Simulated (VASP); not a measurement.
A run of VASP 6.6.1 is set up as follows.

Contents of POSCAR:

```
Al3Cu
1.0
    3.8097285869      0.0000000000      0.0000000000
    0.0000000000      3.8097285869      0.0000000000
    0.0000000000      0.0000000000      3.8097285869
Al Cu
3 1
Direct
    0.0000000000      0.5000000000      0.5000000000
    0.5000000000      0.0000000000      0.5000000000
    0.5000000000      0.5000000000      0.0000000000
    0.0000000000      0.0000000000      0.0000000000
```

File INCAR.step1:

```
PREC = Accurate
ENCUT = 520
ISMEAR = 0
SIGMA = 0.1
LREAL = False
LASPH = True
NELM = 80
NBANDS = 18
GGA = PE
ALGO = Normal
EDIFF = 1E-4
LWAVE = True
LCHARG = False
```

Contents of INCAR.step2:

```
PREC = Accurate
ENCUT = 520
EDIFF = 1E-6
ISMEAR = 0
SIGMA = 0.1
LREAL = False
LASPH = True
NELM = 80
ALGO = Normal
ISIF = 2
LWAVE = False
LCHARG = False
METAGGA = R2SCAN
LMIXTAU = True
NBANDS = 18
ISTART = 1
```

File KPOINTS:

```
Automatic mesh
0
Gamma
  12 12 12
```

Potentials or basis: VASP PAW PBE potentials, release 64 (Al, Cu).

The run is started by

```sh
$ cat potpaw_PBE.64/Al/POTCAR potpaw_PBE.64/Cu/POTCAR > POTCAR
$ cp INCAR.step1 INCAR
$ mpirun -np 1 vasp_std > vasp.out
$ cp INCAR.step2 INCAR
$ mpirun -np 1 vasp_std > vasp.out
```

Task: What does it give for the band gap on the k mesh?

Result: Zero (band 10 reaches 11.42 eV, above the bottom of band 11 at 7.28 eV).

Task: Estimate the pressure.

Result: 7.2 GPa.

Caveat: the PAW data sets were made with another functional, which shifts forces and pressure a little.
